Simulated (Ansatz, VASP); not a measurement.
# One calculation of AlNi, two programs

The input INCAR:

```
ALGO = Normal
EDIFF = 1E-7
ENCUT = 520
GGA = PE
ISIF = 2
ISMEAR = -1
LASPH = T
LCHARG = F
LREAL = F
LWAVE = F
NBANDS = 14
NELM = 60
PREC = Accurate
SIGMA = 0.08
```

KPOINTS

```
k-points
0
Gamma
  15 15 13
```

POSCAR

```
AlNi
1.0
    2.6252984938      0.0000000000      0.0000000000
   -1.3126492469      2.2735751882      0.0000000000
    0.0000000000      0.0000000000      3.7118905218
Ni Al
1 1
Direct
    0.0000000000      0.0000000000      0.0000000000
    0.3333333333      0.6666666667      0.5000000000
```

Input for Ansatz:

```yaml
crystal:
  lattice:
    - [2.6252984938, 0.0, 0.0]
    - [-1.3126492469, 2.2735751882, 0.0]
    - [0.0, 0.0, 3.7118905218]
  atoms:
    - { symbol: Ni, position: [0.0, 0.0, 0.0] }
    - { symbol: Al, position: [0.3333333333, 0.6666666667, 0.5] }
kpoints:
  mp_grid: { grid: [15, 15, 13] }
scf:
  occupations: { method: fermi_dirac, width: 0.08 }
hamiltonian:
  xc: pbe
  pseudopotentials: { kind: all_electron, lapw: { basis_error: 0.001 } }
output:
  forces: true
  stress: true
  eigenvalues: true
  populations: true
```

Change from the starting cell: volume scaled by 0.88, LAPW.

Alike in both runs: task single point; functional PBE; k mesh 15 × 15 × 13; occupations fermi-dirac, width 0.08 eV; no spin polarisation.

|  | VASP | Ansatz |
| --- | --- | --- |
| version | VASP 6.6.1 | Ansatz 0.2.0 |
| potentials or method | VASP PAW PBE potentials, release 64 (Ni, Al), cutoff 520 eV | all-electron LAPW, scalar-relativistic |

VASP gave:

```
pressure (GPa)                                                : 24.0
traceless stress, the component that is largest in VASP (GPa) : -0.16
```

Q: Which values does Ansatz return?

A: Pressure (GPa): 23.9; traceless stress, the component that is largest in VASP (GPa): -0.06.

Ansatz ran all-electron here, and VASP with PAW potentials.
